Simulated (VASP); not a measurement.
Runs of VASP 6.6.1 on LiBr. The structure is that of space group Fm-3m (No. 225), or close to it. The cells are those of the table. 

```csv
level,cell,smearing,gap on the mesh (eV),pressure (GPa)
r2SCAN,"a = 3.773 Å, angles 60.0°, 2 atoms",fermi-dirac 0.03 eV,6.36,2.3
r2SCAN+D3(BJ),"a = 3.773 Å, angles 60.0°, 2 atoms",fermi-dirac 0.15 eV,6.36,1.3
r2SCAN,"a = 3.850 Å, angles 60.0°, 2 atoms",fermi-dirac 0.03 eV,(a),0.1
r2SCAN,"a = 3.926 Å, angles 60.0°, 2 atoms",fermi-dirac 0.03 eV,(b),-1.3
```

Alike in all rows: task electric field gradients; potentials or basis VASP PAW PBE potentials, release 64 (Li_sv, Br); no spin polarisation; k mesh 10 × 10 × 10; cutoff (eV) 720.

Problem. Fill in the values left out.

Solution. (a) 6.03; (b) 5.75.

Caveats: the PAW data sets were made with another functional, which shifts forces and pressure a little.

A k mesh can miss the band edges, and the runs leave out spin-orbit coupling on Br.
